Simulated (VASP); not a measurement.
ZnSe:

```
Zn Se
1.0
     0.00000    2.83242    2.83242
     2.83242    0.00000    2.83242
     2.83242    2.83242    0.00000
Zn Se
1 1
Direct
  0.00000 0.00000 0.00000
  0.25000 0.25000 0.25000
```

Program: VASP 6.6.1. Alike in all runs: task single point; no spin polarisation; cell as given; k mesh 4 × 4 × 4; cutoff (eV) 520; smearing gaussian 0.01 eV.

Question: Order these runs on this cell by their band gap on the k mesh, lowest first.
A. level r2SCAN; potentials or basis VASP PAW PBE potentials, release 64 (Zn, Se)
B. level HSE06; potentials or basis VASP PAW PBE potentials, release 64 (Zn, Se); grid for exact exchange (PRECFOCK) Normal; screening parameter 0.2079 1/Å
C. level LDA; potentials or basis VASP PAW LDA potentials, release 64 (Zn, Se)
D. level PBE; potentials or basis VASP PAW PBE potentials, release 64 (Zn, Se)

Answer: C (1.05 eV), D (1.28 eV), A (1.86 eV), B (2.43 eV).

Caveats: all runs use coarse meshes.
